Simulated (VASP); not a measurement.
Set up this calculation in VASP 6.6.1, as the native input.

```yaml
Task: density of states
Functional: PBE
Potentials_or_basis: VASP PAW PBE potentials, release 64 (Y_sv, S)
Cutoff: 520 eV
k_mesh: 10 × 10 × 14
Occupations: gaussian, width 0.1 eV
Spin: no spin polarisation
Dipole_correction: no
k_mesh_for_the_DOS: 15 × 15 × 21
Occupations_for_the_DOS: tetrahedron
Further_INCAR_settings: ALGO = Normal; EDIFF = 1e-06
```

Y2S:

```
Y S
1.0
     4.59350    0.00000    0.00000
     0.00000    4.59350    0.00000
     0.00000    0.00000    3.50034
Y S
2 1
Direct
  0.00000 0.50000 0.00000
  0.50000 0.00000 0.00000
  0.50000 0.50000 0.50000
```

The input as run:

POSCAR

```
Y2S
1.0
    4.5935044447      0.0000000000      0.0000000000
    0.0000000000      4.5935044447      0.0000000000
    0.0000000000      0.0000000000      3.5003359812
Y S
2 1
Direct
    0.0000000000      0.5000000000      0.0000000000
    0.5000000000      0.0000000000      0.0000000000
    0.5000000000      0.5000000000      0.5000000000
```

INCAR.step1

```
SYSTEM = Y2S
PREC     = Accurate       ! precision mode
ENCUT    = 520            ! plane-wave cutoff, eV
EDIFF    = 1E-6           ! SCF threshold, eV
ISMEAR   = 0              ! smearing method
SIGMA    = 0.1            ! smearing width, eV
LREAL    = .FALSE.        ! projectors in reciprocal space
LASPH    = .TRUE.         ! aspherical terms in the spheres
NELM     = 100            ! most SCF steps
ALGO     = Normal         ! electronic algorithm
ISIF     = 2              ! what is computed and relaxed
LWAVE    = .FALSE.        ! write WAVECAR
LCHARG   = .TRUE.         ! write CHGCAR
LMAXMIX  = 4              ! l up to which the mixer works
GGA      = PE             ! functional
NBANDS   = 21             ! bands
```

KPOINTS.step1

```
Automatic mesh
0
G
  10 10 14
  0 0 0
```

INCAR.step2

```
SYSTEM = Y2S
PREC     = Accurate       ! precision mode
ENCUT    = 520            ! plane-wave cutoff, eV
EDIFF    = 1E-6           ! SCF threshold, eV
ISMEAR   = -5             ! smearing method
SIGMA    = 0.1            ! smearing width, eV
LREAL    = .FALSE.        ! projectors in reciprocal space
LASPH    = .TRUE.         ! aspherical terms in the spheres
NELM     = 100            ! most SCF steps
ALGO     = Normal         ! electronic algorithm
ISIF     = 2              ! what is computed and relaxed
LWAVE    = .FALSE.        ! write WAVECAR
LCHARG   = .FALSE.        ! write CHGCAR
LMAXMIX  = 4              ! l up to which the mixer works
GGA      = PE             ! functional
LORBIT   = 11             ! projections on sites
NEDOS    = 2001           ! points of the DOS
ICHARG   = 11             ! starting density
```

KPOINTS.step2

```
Automatic mesh
0
G
  15 15 21
  0 0 0
```

Potentials or basis: VASP PAW PBE potentials, release 64 (Y_sv, S).

The run is started by

```bash
$ cat potpaw_PBE.64/Y_sv/POTCAR potpaw_PBE.64/S/POTCAR > POTCAR
$ cp INCAR.step1 INCAR
$ cp KPOINTS.step1 KPOINTS
$ mpirun -np 1 vasp_std > vasp.out
$ cp INCAR.step2 INCAR
$ cp KPOINTS.step2 KPOINTS
$ mpirun -np 1 vasp_std > vasp.out
```

It gave:

```
Valence electrons inside the program's atomic spheres : Y 9.61; S 3.73
```

Run time: 4.5 min on 1 thread of AMD EPYC 9R45 96-Core Processor (Zen 5) (shared host), peak memory 0.58 GiB.
